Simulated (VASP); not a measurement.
LiGe2As3: single point with PBE

Crystal: LiGe2As3.

```
Li Ge As
1.0
     3.59726    0.00000    0.00000
    -1.79863    3.11532    0.00000
     0.00000    0.00000    8.87439
Li Ge As
1 2 3
Direct
  0.00000 0.00000 0.00000
  0.33333 0.66667 0.34617
  0.66667 0.33333 0.65383
  0.66667 0.33333 0.19234
  0.00000 0.00000 0.50000
  0.33333 0.66667 0.80766
```

```json
{
 "Program": "VASP 6.6.1",
 "Task": "single point",
 "Functional": "PBE",
 "Potentials or basis": "VASP PAW PBE potentials, release 64 (Li_sv, Ge_d, As)",
 "Cutoff": "520 eV",
 "k mesh": "6 × 6 × 2",
 "Occupations": "gaussian, width 0.1 eV",
 "Spin": "no spin polarisation",
 "Dipole correction": "no",
 "Further INCAR settings": "ALGO = Normal; EDIFF = 1e-06; NBANDS = 32"
}
```

```json
{
 "Largest force": "1.626 eV/Å",
 "Band gap on the k mesh": "zero (band 23 reaches 7.16 eV, above the bottom of band 24 at 6.25 eV)"
}
```

Forces in eV/Å, atoms in the order of the input:
```
Li   0.000  0.000  0.000
Ge   0.000  0.000 -1.626
Ge   0.000  0.000  1.626
As   0.000  0.000 -1.279
As   0.000  0.000  0.000
As   0.000  0.000  1.279
```

Levels at points of the mesh, in eV from the Fermi level:
```tsv
k point	band 21	band 22	band 23	band 24	band 25	band 26
(0.00, 0.00, 0.00)	-0.03	0.06	0.06	0.66	2.13	2.33
(0.50, 0.00, 0.00)	-2.23	-2.05	-1.59	-0.47	0.49	2.39
(0.00, 0.00, 0.50)	-0.56	-0.03	-0.03	1.38	2.12	2.28
(0.50, 0.00, 0.50)	-2.42	-2.00	-0.15	-0.05	0.54	2.73
```

Run time: 43 s on 1 thread of AMD EPYC 9R45 (Zen 5), on a shared host, peak memory 0.2 GiB.

Caveat: forces of over 1 eV/Å act on the atoms, so gaps and moduli don't describe the material at rest.
